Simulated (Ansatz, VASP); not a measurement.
**Ag in VASP and in Ansatz**

```xyz
1
Lattice="-1.6126 1.5964 1.5964 1.6126 -1.6287 1.6287 1.6126 1.6287 -1.6287" Properties=species:S:1:pos:R:3 pbc="T T T"
Ag    0.0000    0.0000    0.0000
```

Change from the starting cell: strain -0.0200 x Voigt [0, 0, 0, 1, 0, 0], atoms carried along.

Alike in both runs: task single point; functional PBEsol; k mesh 26 × 26 × 26; occupations gaussian, width 0.15 eV; no spin polarisation.

|  | VASP | Ansatz |
| --- | --- | --- |
| version | VASP 6.6.1 | Ansatz 0.2.0 |
| potentials or method | VASP PAW PBE potentials, release 64 (Ag), cutoff 520 eV | scalar-relativistic, plane waves, PAW |
| valence electrons in the cell | 11 | 19 |

VASP gave:

* gap on the k mesh at the Fermi level (eV): none
* pressure (GPa): -0.2
* traceless stress, the component that is largest in VASP (GPa): 1.09

Task: Estimate Ansatz's values.

Result: gap on the k mesh at the Fermi level (eV): none; pressure (GPa): 0.0; traceless stress, the component that is largest in VASP (GPa): 1.10.

VASP's potentials were made for PBE, not for PBEsol. A gap of «none» marks a metal or a gap that the smearing closes. The functional is the same, so the differences come from potentials, cutoffs and numerics. VASP's potentials hold 11 valence electrons a cell and Ansatz's 19, so a difference there can come from the potentials and not from the codes.
